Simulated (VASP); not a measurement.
# In (I4/mmm) in VASP: a series of runs, part 2 of 2

VASP 6.6.1. Earlier steps stand in the parts before.

### 5 Single point, PBEsol

This run uses another cell than the first one, of the same volume but with other edges.

File INCAR:

```
SYSTEM = In
PREC     = Accurate       ! precision mode
ENCUT    = 520            ! plane-wave cutoff, eV
EDIFF    = 1E-6           ! SCF threshold, eV
ISMEAR   = 0              ! smearing method
SIGMA    = 0.15           ! smearing width, eV
LREAL    = .FALSE.        ! projectors in reciprocal space
LASPH    = .TRUE.         ! aspherical terms in the spheres
NELM     = 80             ! most SCF steps
ALGO     = Fast           ! electronic algorithm
ISIF     = 2              ! what is computed and relaxed
LWAVE    = .FALSE.        ! write WAVECAR
LCHARG   = .TRUE.         ! write CHGCAR
GGA      = PS             ! functional
LELF     = .TRUE.         ! ELF
LVHAR    = .TRUE.       
NBANDS   = 12             ! bands
```

File KPOINTS:

```
regular mesh
0
G
  22 22 22
  0 0 0
```

File POSCAR:

```
In
1.0
   -1.5999171869      1.5999171869      2.5557426319
    1.5999171869     -1.5999171869      2.5557426319
    1.5999171869      1.5999171869     -2.5557426319
In
1
Direct
    0.0000000000      0.0000000000      0.0000000000
```

Potentials or basis: VASP PAW PBE potentials, release 64 (In_d).

Launch:

```sh
> cat potpaw_PBE.64/In_d/POTCAR > POTCAR
> mpirun -np 1 vasp_std > vasp.out
```

OUTCAR:

```text
SYSTEM = In
   PREC = Accurate
   ENCUT = 520
   EDIFF = 1E-6
   ISMEAR = 0
   LREAL = .FALSE.
   LASPH = .TRUE.
   NELM = 80
   ISIF = 2
   GGA = PS

 ion  position               nearest neighbor table
   1  0.000  0.000  0.000-

  LATTYP: Found a body centered tetragonal cell.
 ALAT       =     3.1998343738
 C/A-ratio  =     1.5974218246

  Lattice vectors:

 A1 = (  -1.5999171869,   1.5999171869,   2.5557426319)
 A2 = (   1.5999171869,  -1.5999171869,   2.5557426319)
 A3 = (   1.5999171869,   1.5999171869,  -2.5557426319)

Analysis of symmetry for initial positions (statically):
=====================================================================
 Subroutine PRICEL returns:
 Original cell was already a primitive cell.

 Routine SETGRP: Setting up the symmetry group for a
 body centered tetragonal supercell.

 Subroutine GETGRP returns: Found 16 space group operations
 (whereof 16 operations were pure point group operations)
 out of a pool of 16 trial point group operations.

The static configuration has the point symmetry D_4h.

Analysis of symmetry for dynamics (positions and initial velocities):
=====================================================================
 Subroutine PRICEL returns:
 Original cell was already a primitive cell.

 Routine SETGRP: Setting up the symmetry group for a
 body centered tetragonal supercell.

 Subroutine GETGRP returns: Found 16 space group operations
 (whereof 16 operations were pure point group operations)
 out of a pool of 16 trial point group operations.

The dynamic configuration has the point symmetry D_4h.

 Subroutine INISYM returns: Found 16 space group operations
 (whereof 16 operations are pure point group operations),
 and found     1 'primitive' translations

----------------------------------------------------------------------------------------

                                     Primitive cell

  volume of cell :      26.1681

  direct lattice vectors                    reciprocal lattice vectors
    -1.599917187  1.599917187  2.555742632     0.000000000  0.312516175  0.195637852
     1.599917187 -1.599917187  2.555742632     0.312516175  0.000000000  0.195637852
     1.599917187  1.599917187 -2.555742632     0.312516175  0.312516175  0.000000000

  length of vectors
     3.413398660  3.413398660  3.413398660     0.368701138  0.368701138  0.441964614

  position of ions in fractional coordinates (direct lattice)
     0.000000000  0.000000000  0.000000000

  ion indices of the primitive-cell ions
   primitive index   ion index
                 1           1

----------------------------------------------------------------------------------------

 KPOINTS: regular mesh

Automatic generation of k-mesh.
 Grid dimensions read from file:
 generate k-points for:   22   22   22

 Generating k-lattice:

  Cartesian coordinates                     Fractional coordinates (reciprocal lattice)
     0.000000000  0.014205281  0.008892630     0.045454545 -0.000000000  0.000000000
     0.014205281  0.000000000  0.008892630    -0.000000000  0.045454545  0.000000000
     0.014205281  0.014205281  0.000000000     0.000000000  0.000000000  0.045454545

  Length of vectors
     0.016759143  0.016759143  0.020089301

  Shift w.r.t. Gamma in fractional coordinates (k-lattice)
     0.000000000  0.000000000  0.000000000

 Subroutine IBZKPT returns following result:
 ===========================================

 Found    834 irreducible k-points:

 Following reciprocal coordinates:
            Coordinates               Weight
  0.000000  0.000000  0.000000      1.000000
  0.045455 -0.000000  0.000000      8.000000
  0.090909 -0.000000  0.000000      8.000000
  0.136364 -0.000000  0.000000      8.000000
  0.181818  0.000000  0.000000      8.000000
  0.227273  0.000000  0.000000      8.000000
[... 16 lines left out ...]
  0.500000  0.045455  0.000000     16.000000
 -0.454545  0.045455  0.000000     16.000000
 [... further k-points ...]
   k-points           NKPTS =    834   k-points in BZ     NKDIM =    834   number of bands    NBANDS=     12
   number of dos      NEDOS =    301   number of ions     NIONS =      1
   total plane-waves  NPLWV =  21952
   dimension x,y,z NGX =    28 NGY =   28 NGZ =   28
   dimension x,y,z NGXF=    56 NGYF=   56 NGZF=   56
   ions per type =               1
   NGX,Y,Z   is equivalent  to a cutoff of  13.64, 13.64, 13.64 a.u.
   NGXF,Y,Z  is equivalent  to a cutoff of  27.27, 27.27, 27.27 a.u.
 SYSTEM =  In
   PREC   = accura    normal or accurate (medium, high low for compatibility)
   ISTART =      0    job   : 0-new  1-cont  2-samecut
   ICHARG =      2    charge: 1-file 2-atom 10-const
   ISPIN  =      1    spin polarized calculation?
   LNONCOLLINEAR =      F non collinear calculations
   LSORBIT =      F    spin-orbit coupling
   LASPH  =      T    aspherical Exc in radial PAW
   ENCUT  =  520.0 eV  38.22 Ry    6.18 a.u.   6.35  6.35  6.35*2*pi/ulx,y,z
   NELM   =     80;   NELMIN=  2; NELMDL= -5     # of ELM steps
   EDIFF  = 0.1E-05   stopping-criterion for ELM
   LREAL  =      F    real-space projection
   EDIFFG = 0.1E-04   stopping-criterion for IOM
   NSW    =      0    number of steps for IOM
   IBRION =     -1    ionic relax: 0-MD 1-quasi-New 2-CG
   NFREE  =      0    steps in history (QN), initial steepest desc. (CG)
   ISIF   =      2    stress and relaxation
   ISYM   =      2    0-nonsym 1-usesym 2-fastsym
   POTIM  = 0.5000    time-step for ionic-motion
   TEBEG  =    0.0;   TEEND  =   0.0 temperature during run
   PSTRESS=    0.0 pullay stress
   NELECT =      13.0000    total number of electrons
   NUPDOWN=      -1.0000    fix difference up-down
   EMIN   =  10.00;   EMAX   =-10.00  energy-range for DOS
   EFERMI =   0.00;   METHOD = LEGACY
   ISMEAR =     0;   SIGMA  =   0.15  broadening in eV -4-tet -1-fermi 0-gaus
   EFERMI_NEDOS =   21; number of points for ismear=-14 and -15
   IALGO  =     68    algorithm
   IMIX   =      4    mixing-type and parameters
     AMIX     =   0.40;   BMIX     =  1.00
     AMIX_MAG =   1.60;   BMIX_MAG =  1.00
  volume/ion in A,a.u.               =      26.17       176.59
  Fermi-wavevector in a.u.,A,eV,Ry     =   1.296578  2.450177 22.872944  1.681114
  Thomas-Fermi vector in A             =   2.428025
   LORBIT       =      0    0 simple, 1 ext, 2 COOP (PROOUT), +10 PAW based schemes
   GGA     = PS    functional components
   LHFCALC =     F    Hartree Fock is set to
   AEXX    =    0.0000 exact exchange contribution
   IVDW    =     0    specifies the selected vdW correction
   LEPSILON=     F    determine dielectric tensor
   LRPA    =     F    only Hartree local field effects (RPA)
 non-spin polarized calculation
 RMM-DIIS sequential band-by-band and
 Gauss-broadening in eV      SIGMA  =   0.15
  energy-cutoff  :      520.00
  volume of cell :       26.17
 maximum number of plane-waves:       720
 NGX is ok and might be reduce to    28

 number of electron      13.0000003 magnetization

 Free energy of the ion-electron system (eV)
  ---------------------------------------------------
  ext. energy  EPLUGINS =         0.00000000
  ---------------------------------------------------
  free energy    TOTEN  =        -2.98429412 eV

  energy without entropy =       -2.97941797  energy(sigma->0) =       -2.98185605

 E-fermi :   7.3202     XC(G=0): -10.4033

 val. band max:        7.3195790160   @ k =   0.4091   0.2273   0.1364
 cond. band min:       7.3314403329   @ k =  -0.3636  -0.4091   0.3636
 fundamental gap:      0.0118613169
 Fermi energy:         7.3201807695

 k-point     1 :       0.0000    0.0000    0.0000
  band No.  band energies     occupation
      1      -7.3218      2.00000
      2      -7.1363      2.00000
      3      -7.1363      2.00000
      4      -7.1214      2.00000
      5      -6.9439      2.00000
      6      -2.2132      2.00000
      7      17.8773      0.00000
      8      17.8773      0.00000
      9      18.0736      0.00000
     10      19.0401      0.00000
     11      21.3377      0.00000
     12      21.3657      0.00000
[... 331 lines left out ...]
 k-point    24 :      -0.4545    0.0455    0.0000
  band No.  band energies     occupation
      1      -7.2643      2.00000
      2      -7.2535      2.00000
      3      -7.1191      2.00000
      4      -6.9131      2.00000
      5      -6.8498      2.00000
      6       2.2193      2.00000
      7       5.0417      2.00000
      8      14.1039      0.00000
      9      16.7083      0.00000
     10      18.1876      0.00000
     11      18.5226      0.00000
     12      21.6026      0.00000

 [... further k-points ...]
[... 5 lines left out ...]
  --------------------------------------------------------------------------------------
  -------------------------------------------------------------------------------------
  Total       -0.1160325     -0.1160325     -0.2089905      0.0000000      0.0000000      0.0000000
  in kB       -7.1042474     -7.1042474    -12.7957259      0.0000000      0.0000000      0.0000000
  external PRESSURE =      -9.0014069 kB  Pullay stress =       0.0000000 kB

 VOLUME and BASIS-vectors are now :
 -----------------------------------------------------------------------------
  energy-cutoff  :      520.00
  volume of cell :       26.17
      direct lattice vectors                 reciprocal lattice vectors
    -1.599917187  1.599917187  2.555742632     0.000000000  0.312516175  0.195637852
     1.599917187 -1.599917187  2.555742632     0.312516175  0.000000000  0.195637852
     1.599917187  1.599917187 -2.555742632     0.312516175  0.312516175  0.000000000

 POSITION                                       TOTAL-FORCE (eV/Angst)
 -----------------------------------------------------------------------------------
      0.00000      0.00000      0.00000         0.000000      0.000000      0.000000
 -----------------------------------------------------------------------------------
    total drift:                               -0.000000     -0.000000     -0.000000

  FREE ENERGIE OF THE ION-ELECTRON SYSTEM (eV)
  ---------------------------------------------------
  free  energy   TOTEN  =        -2.9842941227 eV

  energy  without entropy=       -2.9794179729  energy(sigma->0) =       -2.98185605
```

Run time: 8.7 min. Hardware: 1 thread of Intel Xeon 8259CL, shared host; peak memory 0.36 GiB.

What came out:

| Quantity | Value |
| --- | --- |
| Free energy | -2.9843 eV |
| Pressure | -0.9 GPa |
| Band gap on the k mesh | zero (an odd number of electrons rules out a gap without spin polarisation) |

Levels at points of the mesh, in eV from the Fermi level:
```
           k point  band 4  band 5  band 6  band 7  band 8  band 9
(0.00, 0.00, 0.00)  -14.44  -14.26   -9.53   10.56   10.56   10.75
(0.50, 0.00, 0.00)  -14.22  -14.16   -4.27   -3.34    6.89    9.69
(0.50, 0.50, 0.00)  -14.21  -14.07   -1.76   -1.34    3.23    3.96
(0.50, 0.50, 0.50)  -14.17  -14.17   -3.46   -2.91    5.22    5.22
```

Caveat: the PAW data sets were made with another functional, which shifts forces and pressure a little; spin-orbit coupling is left out, which moves the levels of the heavy elements.

### 6 Single point, PBEsol

File INCAR:

```
SYSTEM = In
PREC = Accurate
ENCUT = 520
EDIFF = 1E-7
ISMEAR = 0
SIGMA = 0.15
LREAL = .FALSE.
LASPH = .TRUE.
NELM = 80
ALGO = Fast
ISIF = 2
LWAVE = .FALSE.
LCHARG = .TRUE.
GGA = PS
LELF = .TRUE.
LVHAR = .TRUE.
NBANDS = 12
```

KPOINTS is that of step 5.

File POSCAR:

```
In
1.0
   -1.7517169856      1.7517169856      2.1319854806
    1.7517169856     -1.7517169856      2.1319854806
    1.7517169856      1.7517169856     -2.1319854806
In
1
Direct
    0.0000000000      0.0000000000      0.0000000000
```

Potentials or basis: VASP PAW PBE potentials, release 64 (In_d).

Launch:

```sh
> cat potpaw_PBE.64/In_d/POTCAR > POTCAR
> mpirun -np 1 vasp_std > vasp.out
```

Run time: 4.7 min. Hardware: 1 thread of Intel Xeon 8259CL, shared host; peak memory 0.35 GiB.

It converged, with:

```yaml
Free_energy: -2.9796 eV
Pressure: -1.0 GPa
Band_gap_on_the_k_mesh: zero (an odd number of electrons rules out a gap without spin polarisation)
```

Stress tensor (GPa, compression positive):
```
-1.20  0.00  0.00
 0.00 -1.20  0.00
 0.00  0.00 -0.54
```

Levels at points of the mesh, in eV from the Fermi level:
```tsv
k point	band 3	band 4	band 5	band 6	band 7	band 8	band 9	band 10
(0.00, 0.00, 0.00)	-14.45	-14.40	-14.28	-9.54	10.48	10.82	10.82	11.81
(0.50, 0.00, 0.00)	-14.43	-14.24	-14.15	-4.25	-3.34	7.13	8.51	11.39
(0.50, 0.50, 0.00)	-14.23	-14.22	-14.11	-2.92	-2.68	4.53	5.28	8.36
(0.50, 0.50, 0.50)	-14.20	-14.15	-14.15	-0.99	-0.35	2.74	2.74	5.90
```

Caveat: the PAW data sets were made with another functional, which shifts forces and pressure a little; spin-orbit coupling is left out, which moves the levels of the heavy elements.

### 7 Overview

```csv
cell,further INCAR settings,gap on the mesh (eV),pressure (GPa)
"a = 3.290 Å, angles 117.1, 117.1, 95.1°, 1 atom",ALGO = Fast; EDIFF = 1e-06; NBANDS = 12,none,-1.0
"a = 3.534 Å, angles 128.7, 128.7, 75.5°, 1 atom",ALGO = Fast; EDIFF = 1e-07; NBANDS = 12,none,-0.5
"a = 3.452 Å, angles 125.7, 125.7, 80.4°, 1 atom",ALGO = Fast; EDIFF = 1e-06; NBANDS = 12,none,-0.8
"a = 3.413 Å, angles 124.1, 124.1, 83.0°, 1 atom",ALGO = Fast; EDIFF = 1e-06; NBANDS = 12,none,-0.9
"a = 3.268 Å, angles 115.2, 115.2, 98.6°, 1 atom",ALGO = Fast; EDIFF = 1e-07; NBANDS = 12,none,-1.0
```

Alike in all rows: task single point; level PBEsol; potentials or basis VASP PAW PBE potentials, release 64 (In_d); no spin polarisation; k mesh 22 × 22 × 22; cutoff (eV) 520; smearing gaussian 0.15 eV.

Caveats: the PAW data sets were made with another functional, which shifts forces and pressure a little; spin-orbit coupling is left out, which moves the levels of the heavy elements.

Absolute energies hang on the potentials; compare differences alone.
